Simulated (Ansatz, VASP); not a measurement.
# One calculation of Ir, two programs

The input INCAR:

```
ALGO = Normal
EDIFF = 1E-6
ENCUT = 520
GGA = PE
ISIF = 2
ISMEAR = 0
LASPH = T
LCHARG = T
LELF = T
LREAL = F
LVHAR = T
LWAVE = F
NBANDS = 10
NELM = 100
PREC = Accurate
SIGMA = 0.15
```

The input KPOINTS:

```
k-points
0
Gamma
  22 22 22
```

Contents of POSCAR:

```
Ir
1.0
    0.0000000000      1.7661240000      1.7661240000
    1.7661240000      0.0000000000      1.7661240000
    1.7661240000      1.7661240000      0.0000000000
Ir
1
Direct
    0.0000000000      0.0000000000      0.0000000000
```

Input for Ansatz:

```yaml
crystal:
  lattice:
    - [0.0, 1.766124, 1.766124]
    - [1.766124, 0.0, 1.766124]
    - [1.766124, 1.766124, 0.0]
  atoms:
    - { symbol: Ir, position: [0.0, 0.0, 0.0] }
basis:
  ecutwfc: 420
kpoints:
  mp_grid: { grid: [22, 22, 22] }
hamiltonian:
  xc: pbe
scf:
  occupations: { method: gaussian, width: 0.15 }
output:
  forces: true
  stress: true
  eigenvalues: true
```

Change from the starting cell: strain -0.080 along x and y, -0.080 along z, atoms carried along.

Alike in both runs: task single point; functional PBE; k mesh 22 × 22 × 22; occupations gaussian, width 0.15 eV; no spin polarisation.

```csv
,VASP,Ansatz
version,VASP 6.6.1,Ansatz 0.2.0
potentials or method,"VASP PAW PBE potentials, release 64 (Ir), cutoff 520 eV","scalar-relativistic, plane waves, PAW"
valence electrons in the cell,9,17
```

```tsv
	VASP	Ansatz	Ansatz less VASP
gap on the k mesh at the Fermi level (eV)	none	none	-
pressure (GPa)	193.1	189.0	-4.07
```

A gap of «none» marks a metal or a gap that the smearing closes. Both programs put the cell under a high pressure, so it lies far from rest at this level. With one functional, cell and mesh, what is left measures potentials, basis and numerics. VASP's potentials hold 9 valence electrons a cell and Ansatz's 17, so a difference there can come from the potentials and not from the codes.

Neither program's run includes spin-orbit coupling. Noted on VASP's run: the cell as given lies far from equilibrium.
